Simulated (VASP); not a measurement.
Runs of VASP 6.6.1 on Si8Ni4B (a cell with a defect). The cell holds a defect, 13 atoms: a = 5.443 Å, b = 5.443 Å, c = 5.443 Å, α = 90.00°, β = 90.00°, γ = 90.00°. 

| level | potentials or basis | k mesh | gap on the mesh (eV) | pressure (GPa) | largest force (eV/Å) |
| --- | --- | --- | --- | --- | --- |
| LDA | VASP PAW LDA potentials, release 64 (Si, Ni, B) | 3 × 3 × 3 | none | -0.6 | 0.31 |
| PBEsol | VASP PAW PBE potentials, release 64 (Si, Ni, B) | 3 × 3 × 3 | none | 3.1 | 0.05 |
| PBE | VASP PAW PBE potentials, release 64 (Si, Ni, B) | 3 × 3 × 3 | none | 7.6 | 0.04 |
| PBE | VASP PAW PBE potentials, release 64 (Si, Ni, B) | 6 × 6 × 6 | none | (a) | 0.19 |

Alike in all rows: task single point; no spin polarisation; cell as given; cutoff (eV) 520; smearing methfessel-paxton 0.1 eV.

Question: Fill in the values left out.

Answer: (a) 8.2.

Caveats: some runs use coarse meshes; the PAW data sets were made with another functional, which shifts forces and pressure a little (at least some runs).

A gap of «none» marks levels without a gap at the run's occupations.
